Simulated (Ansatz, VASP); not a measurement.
**Two plane-wave programs on Nb**

INCAR

```
SYSTEM = Nb
PREC = Accurate
ENCUT = 520
EDIFF = 1E-6
ISMEAR = 0
SIGMA = 0.15
LREAL = .FALSE.
LASPH = .TRUE.
NELM = 80
ALGO = Fast
ISIF = 2
LWAVE = .FALSE.
LCHARG = .FALSE.
GGA = PS
NBANDS = 12
```

The input KPOINTS:

```
Automatic mesh
0
G
  20 20 20
  0 0 0
```

The input POSCAR:

```
Nb
1.0
   -1.6639500000      1.6639500000      1.6389907500
    1.6639500000     -1.6639500000      1.6389907500
    1.6639500000      1.6639500000     -1.6389907500
Nb
1
Direct
    0.0000000000      0.0000000000      0.0000000000
```

Input for Ansatz:

```yaml
crystal:
  lattice:
    - [-1.66395, 1.66395, 1.63899075]
    - [1.66395, -1.66395, 1.63899075]
    - [1.66395, 1.66395, -1.63899075]
  atoms:
    - { symbol: Nb, position: [0.0, 0.0, 0.0] }
basis:
  ecutwfc: 420
kpoints:
  mp_grid: { grid: [20, 20, 20] }
hamiltonian:
  xc: pbesol
scf:
  occupations: { method: gaussian, width: 0.15 }
output:
  forces: true
  stress: true
  eigenvalues: true
```

Change from the starting cell: strain +0.000 along x and y, -0.015 along z, atoms carried along.

Alike in both runs: task single point; functional PBEsol; k mesh 20 × 20 × 20; occupations gaussian, width 0.15 eV; no spin polarisation.

```csv
,VASP,Ansatz
version,VASP 6.6.1,Ansatz 0.2.0
potentials or method,"VASP PAW PBE potentials, release 64 (Nb_sv), cutoff 520 eV","scalar-relativistic, plane waves, PAW"
valence electrons in the cell,13,13
```

|  | VASP | Ansatz | Ansatz less VASP |
| --- | --- | --- | --- |
| gap on the k mesh at the Fermi level (eV) | none | none | - |
| pressure (GPa) | -6.4 | -6.1 | +0.30 |
| traceless stress, the component that is largest in VASP (GPa) | 1.09 | 1.10 | +0.005 |

VASP's potentials were made for PBE, not for PBEsol. A gap of «none» marks a metal or a gap that the smearing closes. With one functional, cell and mesh, what is left measures potentials, basis and numerics.
